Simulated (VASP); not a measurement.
# SiC (Moissanite 3C) (F-43m) in VASP: a series of runs, part 2 of 2

VASP 6.6.1.

### 4 Single point, r2SCAN (volume scaled by 0.920)

The input, POSCAR:

```
SiC
1.0
    0.0000000000      2.1184348915      2.1184348915
    2.1184348915      0.0000000000      2.1184348915
    2.1184348915      2.1184348915      0.0000000000
Si C
1 1
Direct
    0.0000000000      0.0000000000      0.0000000000
    0.2500000000      0.2500000000      0.2500000000
```

The input, INCAR.step1:

```
ALGO = Normal
EDIFF = 1E-4
ENCUT = 520
GGA = PE
ISMEAR = 0
LASPH = T
LCHARG = F
LREAL = F
LWAVE = T
NBANDS = 11
NELM = 80
PREC = Accurate
SIGMA = 0.05
```

The input, INCAR.step2:

```
ALGO = Normal
EDIFF = 1E-6
ENCUT = 520
ISIF = 2
ISMEAR = 0
ISTART = 1
LASPH = T
LCHARG = T
LELF = T
LMIXTAU = T
LREAL = F
LVHAR = T
LWAVE = F
METAGGA = R2SCAN
NBANDS = 11
NELM = 80
PREC = Accurate
SIGMA = 0.05
```

The input, KPOINTS:

```
k-points
0
Gamma
  10 10 10
```

Potentials or basis: VASP PAW PBE potentials, release 64 (Si, C).

The run is started by

```console
> cat potpaw_PBE.64/Si/POTCAR potpaw_PBE.64/C/POTCAR > POTCAR
> cp INCAR.step1 INCAR
> mpirun -np 1 vasp_std > vasp.out
> cp INCAR.step2 INCAR
> mpirun -np 1 vasp_std > vasp.out
```

OUTCAR:

```text
EDIFF = 1E-6
   ENCUT = 520
   ISIF = 2
   ISMEAR = 0
   ISTART = 1
   LASPH = T
   LREAL = F
   METAGGA = R2SCAN
   NELM = 80
   PREC = Accurate

 ion  position               nearest neighbor table
   1  0.000  0.000  0.000-   2 1.83   2 1.83   2 1.83   2 1.83
   2  0.250  0.250  0.250-   1 1.83   1 1.83   1 1.83   1 1.83

  LATTYP: Found a face centered cubic cell.
 ALAT       =     4.2368697830

  Lattice vectors:

 A1 = (   0.0000000000,   2.1184348915,   2.1184348915)
 A2 = (   2.1184348915,   0.0000000000,   2.1184348915)
 A3 = (   2.1184348915,   2.1184348915,   0.0000000000)
[... 513 lines left out ...]
      7      22.4567      0.00000
      8      22.6272      0.00000
      9      24.9112      0.00000
     10      28.8971      0.00000
     11      32.8003      0.00000

 [... further k-points ...]
[... 5 lines left out ...]
  --------------------------------------------------------------------------------------
  -------------------------------------------------------------------------------------
  Total        2.6089665      2.6089665      2.6089665      0.0000000      0.0000000      0.0000000
  in kB      219.8384900    219.8384900    219.8384900      0.0000000      0.0000000      0.0000000
  external PRESSURE =     219.8384900 kB  Pullay stress =       0.0000000 kB

 VOLUME and BASIS-vectors are now :
 -----------------------------------------------------------------------------
  energy-cutoff  :      520.00
  volume of cell :       19.01
      direct lattice vectors                 reciprocal lattice vectors
     0.000000000  2.118434892  2.118434892    -0.236023303  0.236023303  0.236023303
     2.118434892  0.000000000  2.118434892     0.236023303 -0.236023303  0.236023303
     2.118434892  2.118434892  0.000000000     0.236023303  0.236023303 -0.236023303

 POSITION                                       TOTAL-FORCE (eV/Angst)
 -----------------------------------------------------------------------------------
      0.00000      0.00000      0.00000        -0.000000     -0.000000     -0.000000
      1.05922      1.05922      1.05922         0.000000      0.000000      0.000000
 -----------------------------------------------------------------------------------
    total drift:                               -0.000000     -0.000000     -0.000000

  FREE ENERGIE OF THE ION-ELECTRON SYSTEM (eV)
  ---------------------------------------------------
  free  energy   TOTEN  =       -19.2212983364 eV

  energy  without entropy=      -19.2212983364  energy(sigma->0) =      -19.22129834
```

OUTCAR.step1:

```text
EDIFF = 1E-4
   ENCUT = 520
   GGA = PE
   ISMEAR = 0
   LASPH = T
[... 557 lines left out ...]
 -----------------------------------------------------------------------------------
      0.00000      0.00000      0.00000        -0.000000     -0.000000     -0.000000
      1.05922      1.05922      1.05922         0.000000      0.000000      0.000000
 -----------------------------------------------------------------------------------
    total drift:                                0.000000      0.000000      0.000000

  FREE ENERGIE OF THE ION-ELECTRON SYSTEM (eV)
  ---------------------------------------------------
  free  energy   TOTEN  =       -14.9142403199 eV

  energy  without entropy=      -14.9142403199  energy(sigma->0) =      -14.91424032
```

OSZICAR.step1:

```text
N       E                     dE             d eps       ncg     rms          rms(c)
DAV:   1     0.357965985403E+01    0.35797E+01   -0.40794E+03  1074   0.622E+02
DAV:   2    -0.165194382359E+02   -0.20099E+02   -0.19369E+02  1297   0.113E+02
DAV:   3    -0.170177681140E+02   -0.49833E+00   -0.49750E+00  1259   0.148E+01
DAV:   4    -0.170194350655E+02   -0.16670E-02   -0.16669E-02  1195   0.109E+00
DAV:   5    -0.170194420075E+02   -0.69421E-05   -0.69420E-05  1264   0.648E-02    0.975E+00
DAV:   6    -0.150021011933E+02    0.20173E+01   -0.66427E+00  1151   0.120E+01    0.441E+00
DAV:   7    -0.149224482002E+02    0.79653E-01   -0.50059E-01  1231   0.399E+00    0.195E+00
DAV:   8    -0.149140308932E+02    0.84173E-02   -0.21390E-02  1148   0.982E-01    0.170E-01
DAV:   9    -0.149141442479E+02   -0.11335E-03   -0.14115E-03  1281   0.222E-01    0.116E-01
DAV:  10    -0.149142403199E+02   -0.96072E-04   -0.19034E-04  1128   0.871E-02
   1 F= -.14914240E+02 E0= -.14914240E+02  d E =-.705368E-22
```

Wall time 53 s (1 thread of Intel Xeon Platinum 8259CL at 2.50GHz (Skylake/Cascade Lake), shared host); peak memory 0.13 GiB.

Results:

```yaml
Free_energy: -19.2213 eV
Pressure: 22.0 GPa
Band_gap_on_the_k_mesh: 1.67 eV, indirect (least direct gap 5.16 eV)
```

Levels at points of the mesh, in eV from the valence-band top:
| k point | band 1 | band 2 | band 3 | band 4 | band 5 | band 6 | band 7 | band 8 | band 9 |
| --- | --- | --- | --- | --- | --- | --- | --- | --- | --- |
| (0.00, 0.00, 0.00) | -16.87 | 0.00 | 0.00 | 0.00 | 7.91 | 8.51 | 8.51 | 8.51 | 15.75 |
| (0.50, 0.00, 0.00) | -12.92 | -9.30 | -1.12 | -1.12 | 6.83 | 8.13 | 8.13 | 11.47 | 18.58 |
| (0.50, 0.50, 0.00) | -11.36 | -8.33 | -3.50 | -3.50 | 1.67 | 5.17 | 16.21 | 16.21 | 17.26 |

Caveat: the PAW data sets were made with another functional, which shifts forces and pressure a little. A k mesh can miss the band edges.

### 5 Single point, r2SCAN (volume scaled by 0.960)

The input, POSCAR:

```
SiC
1.0
    0.0000000000      2.1487023363      2.1487023363
    2.1487023363      0.0000000000      2.1487023363
    2.1487023363      2.1487023363      0.0000000000
Si C
1 1
Direct
    0.0000000000      0.0000000000      0.0000000000
    0.2500000000      0.2500000000      0.2500000000
```

The input, INCAR.step1:

```
SYSTEM = SiC
PREC     = Accurate       ! precision mode
ENCUT    = 520            ! plane-wave cutoff, eV
ISMEAR   = 0              ! smearing method
SIGMA    = 0.05           ! smearing width, eV
LREAL    = .FALSE.        ! projectors in reciprocal space
LASPH    = .TRUE.         ! aspherical terms in the spheres
NELM     = 80             ! most SCF steps
NBANDS   = 11             ! bands
GGA      = PE             ! functional
ALGO     = Normal         ! electronic algorithm
EDIFF    = 1E-4           ! SCF threshold, eV
LWAVE    = .TRUE.         ! write WAVECAR
LCHARG   = .FALSE.        ! write CHGCAR
```

The input, INCAR.step2:

```
SYSTEM = SiC
PREC     = Accurate       ! precision mode
ENCUT    = 520            ! plane-wave cutoff, eV
EDIFF    = 1E-7           ! SCF threshold, eV
ISMEAR   = 0              ! smearing method
SIGMA    = 0.05           ! smearing width, eV
LREAL    = .FALSE.        ! projectors in reciprocal space
LASPH    = .TRUE.         ! aspherical terms in the spheres
NELM     = 80             ! most SCF steps
ALGO     = Normal         ! electronic algorithm
ISIF     = 2              ! what is computed and relaxed
LWAVE    = .FALSE.        ! write WAVECAR
LCHARG   = .FALSE.        ! write CHGCAR
METAGGA  = R2SCAN         ! meta-GGA
LMIXTAU  = .TRUE.       
NBANDS   = 11             ! bands
ISTART   = 1
```

The input, KPOINTS:

```
regular mesh
0
G
  10 10 10
  0 0 0
```

The run is started by

```console
> cat potpaw_PBE.64/Si/POTCAR potpaw_PBE.64/C/POTCAR > POTCAR
> cp INCAR.step1 INCAR
> mpirun -np 1 vasp_std > vasp.out
> cp INCAR.step2 INCAR
> mpirun -np 1 vasp_std > vasp.out
```

It took 57 s on 1 thread of Intel Xeon Platinum 8259CL at 2.50GHz (Skylake/Cascade Lake), shared host; peak memory 0.13 GiB.

The run converged. Its results:

```
Free energy            : -19.3026 eV
Pressure               : 9.8 GPa
Band gap on the k mesh : 1.70 eV, indirect (least direct gap 5.11 eV)
```

Levels at points of the mesh, in eV from the valence-band top:
```csv
k point,band 1,band 2,band 3,band 4,band 5,band 6,band 7,band 8
"(0.00, 0.00, 0.00)",-16.52,0.00,0.00,0.00,7.37,8.17,8.17,8.17
"(0.50, 0.00, 0.00)",-12.73,-9.05,-1.11,-1.11,6.40,7.94,7.94,11.21
"(0.50, 0.50, 0.00)",-11.23,-8.19,-3.41,-3.41,1.70,4.99,15.66,15.66
```

Caveat: the PAW data sets were made with another functional, which shifts forces and pressure a little.

### 6 The runs side by side

```csv
cell,gap on the mesh (eV),pressure (GPa)
"a = 2.906 Å, angles 60.0°, 2 atoms",1.59,54.8
"a = 2.952 Å, angles 60.0°, 2 atoms",1.63,36.8
"a = 2.996 Å, angles 60.0°, 2 atoms",1.67,22.0
"a = 3.039 Å, angles 60.0°, 2 atoms",1.70,9.8
```

Alike in all rows: task single point; level r2SCAN; potentials or basis VASP PAW PBE potentials, release 64 (Si, C); no spin polarisation; k mesh 10 × 10 × 10; cutoff (eV) 520; smearing gaussian 0.05 eV.

Caveats: the PAW data sets were made with another functional, which shifts forces and pressure a little.

Absolute energies hang on the potentials; compare differences alone.
